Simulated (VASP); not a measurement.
Input of a VASP 6.6.1 run:

Contents of INCAR:

```
PREC = Accurate ; ENCUT = 600
EDIFF = 1E-6 ; ISMEAR = 0
SIGMA = 0.1 ; LREAL = False
LASPH = True ; NELM = 80
ALGO = Normal ; ISIF = 3
LWAVE = False ; LCHARG = False
GGA = PE ; IBRION = 2
NSW = 90 ; EDIFFG = -0.04
```

The input KPOINTS:

```
regular mesh
0
Gamma
  6 6 2
```

POSCAR

```
Mg2ZnS3
1.0
    4.1635547900      0.0000000000      0.0000000000
   -2.0817773900      3.6057442200      0.0000000000
    0.0000000000      0.0000000000      8.4477177300
Mg Zn S
2 1 3
Direct
    0.0000000000      0.0000000000      0.4881386000
    0.0000000000      0.0000000000      0.0717538700
    0.0000000000      0.0000000000      0.8219840900
    0.5840618100      0.0000000000      0.8935178100
    0.0000000000      0.5840618100      0.8935178100
    0.4159381900      0.4159381900      0.8935178100
```

Potentials or basis: VASP PAW PBE potentials, release 64 (Mg, Zn, S).

Launch:

```console
$ cat potpaw_PBE.64/Mg/POTCAR potpaw_PBE.64/Zn/POTCAR potpaw_PBE.64/S/POTCAR > POTCAR
$ mpirun -np 1 vasp_std > vasp.out
```

**Question.** Predict the space group after relaxing (to 0.05 Å).

**Answer.** P31m (No. 157).

**Question.** What does it give for the band gap on the k mesh?

**Answer.** Zero (band 17 reaches 1.35 eV, above the bottom of band 18 at 0.84 eV).

**Question.** Estimate the relaxed cell.

**Answer.** a = 5.076 Å, b = 5.076 Å, c = 8.557 Å, α = 90.00°, β = 90.00°, γ = 120.00°.

**Question.** What does it give for the relaxed volume?

**Answer.** 31.82 Å³/atom.

Final structure:
```cif
data_structure
_symmetry_space_group_name_H-M 'P 1'
_symmetry_Int_Tables_number 1
_cell_length_a 5.0757
_cell_length_b 5.0757
_cell_length_c 8.5567
_cell_angle_alpha 90.000
_cell_angle_beta 90.000
_cell_angle_gamma 120.000
_cell_volume 190.91
loop_
_atom_site_label
_atom_site_type_symbol
_atom_site_fract_x
_atom_site_fract_y
_atom_site_fract_z
_atom_site_occupancy
Mg1 Mg 0.00000 0.00000 0.44454 1
Mg2 Mg 0.00000 0.00000 0.09533 1
Zn1 Zn 0.00000 0.00000 0.75424 1
S1 S 0.59297 0.00000 0.92277 1
S2 S 0.00000 0.59297 0.92277 1
S3 S 0.40703 0.40703 0.92277 1
```

Caveat: the k points lie up to 0.37 Å⁻¹ apart in the final cell; the volume moved by over 15 % at a fixed basis, so the end points are rough.
